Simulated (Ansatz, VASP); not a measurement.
**Two plane-wave programs on LiCl**

File INCAR:

```
ALGO = Normal
EDIFF = 1E-6
ENCUT = 520
GGA = PE
ISIF = 2
ISMEAR = 0
LASPH = True
LCHARG = False
LREAL = False
LWAVE = False
NBANDS = 18
NELM = 100
PREC = Accurate
SIGMA = 0.01
```

File KPOINTS:

```
k-points
0
Gamma
  6 6 4
```

The input POSCAR:

```
LiCl
1.0
    4.1452899198      0.0000000000      0.0000000000
   -2.0726449599      3.5899263766      0.0000000000
    0.0000000000      0.0000000000      5.2336302394
Li Cl
2 2
Direct
    0.3333333333      0.6666666667      0.2500000000
    0.6666666667      0.3333333333      0.7500000000
    0.6666666667      0.3333333333      0.2500000000
    0.3333333333      0.6666666667      0.7500000000
```

Input for Ansatz:

```yaml
crystal:
  lattice:
    - [4.1452899198, 0.0, 0.0]
    - [-2.0726449599, 3.5899263766, 0.0]
    - [0.0, 0.0, 5.2336302394]
  atoms:
    - { symbol: Li, position: [0.3333333333, 0.6666666667, 0.25] }
    - { symbol: Li, position: [0.6666666667, 0.3333333333, 0.75] }
    - { symbol: Cl, position: [0.6666666667, 0.3333333333, 0.25] }
    - { symbol: Cl, position: [0.3333333333, 0.6666666667, 0.75] }
kpoints:
  mp_grid: { grid: [6, 6, 4] }
hamiltonian:
  xc: pbe
scf:
  occupations: { method: fixed }
  n_extra_bands: 5
output:
  forces: true
  stress: true
  eigenvalues: true
```

Alike in both runs: task single point; functional PBE; k mesh 6 × 6 × 4; no spin polarisation.

|  | VASP | Ansatz |
| --- | --- | --- |
| version | VASP 6.6.1 | Ansatz 0.2.0 |
| potentials or method | VASP PAW PBE potentials, release 64 (Li_sv, Cl) | plane waves, PAW |
| plane-wave cutoff (eV) | 520 | 420 |
| occupations | gaussian, width 0.01 eV | fixed |
| valence electrons in the cell | 20 | 20 |

```tsv
	VASP	Ansatz	Ansatz less VASP
gap on the k mesh at the Fermi level (eV)	5.68	5.67	-0.007
```

Noted on VASP's run: the cutoff is short for stress, so the pressure is rough.
